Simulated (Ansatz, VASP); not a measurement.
## Two plane-wave programs on PbS

```xyz
4
Lattice="4.9466 0.0000 0.0000 -2.4733 4.2839 0.0000 0.0000 0.0000 5.9365" Properties=species:S:1:pos:R:3 pbc="T T T"
Pb    0.0000    2.8559    1.4841
Pb    2.4733    1.4280    4.4524
S     2.4733    1.4280    1.4841
S     0.0000    2.8559    4.4524
```

Alike in both runs: task single point; functional r2SCAN; k mesh 6 × 6 × 4; no spin polarisation.

|  | VASP | Ansatz |
| --- | --- | --- |
| version | VASP 6.6.1 | Ansatz 0.2.0 |
| potentials or method | VASP PAW PBE potentials, release 64 (Pb_d, S) | plane waves, PAW |
| plane-wave cutoff (eV) | 520 | 500 |
| occupations | gaussian, width 0.01 eV | fixed |
| valence electrons in the cell | 40 | 40 |

```csv
,VASP,Ansatz,Ansatz less VASP
gap on the k mesh at the Fermi level (eV),1.68,1.68,-0.005
pressure (GPa),1.4,1.4,+0.01
"traceless stress, the component that is largest in VASP (GPa)",0.07,0.09,+0.014
```

VASP's potentials were made for PBE, not for r2SCAN.

Spin-orbit coupling is off throughout.
